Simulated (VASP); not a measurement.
Runs of VASP 6.6.1 on Al5GaP6. The structure is that of space group P-4m2 (No. 115), or close to it. The cells are those of the table. 

```tsv
task	cell	k mesh	cutoff (eV)	smearing	gap on the mesh (eV)	pressure (GPa)	largest force (eV/Å)
relaxation of cell and atoms	relaxed from a = 3.711, b = 3.711, c = 15.745 Å, 12 atoms	6 × 6 × 1	600	gaussian 0.1 eV	1.62	0.2	0.02
single point	a = 3.711, b = 3.711, c = 15.745 Å, 12 atoms	6 × 6 × 1	520	gaussian 0.1 eV	1.29	(a)	0.04
single point	a = 3.895, b = 3.895, c = 16.491 Å, 12 atoms	6 × 6 × 1	520	gaussian 0.1 eV	1.62	0.1	0.01
single point	a = 3.894, b = 3.894, c = 16.518 Å, 12 atoms	8 × 8 × 2	520	gaussian 0.02 eV	1.62	-0.1	0.01
```

Alike in all rows: level PBE; potentials or basis VASP PAW PBE potentials, release 64 (Al, Ga_d, P); no spin polarisation.

Q: Estimate the missing entries.

A: (a) 15.9.

Caveats: an odd mesh through Γ misses points on the zone boundary, where band edges can lie (at least some runs); the cell stands under pressure (at least some runs).

A k mesh can miss the band edges, and the runs leave out spin-orbit coupling on Ga.
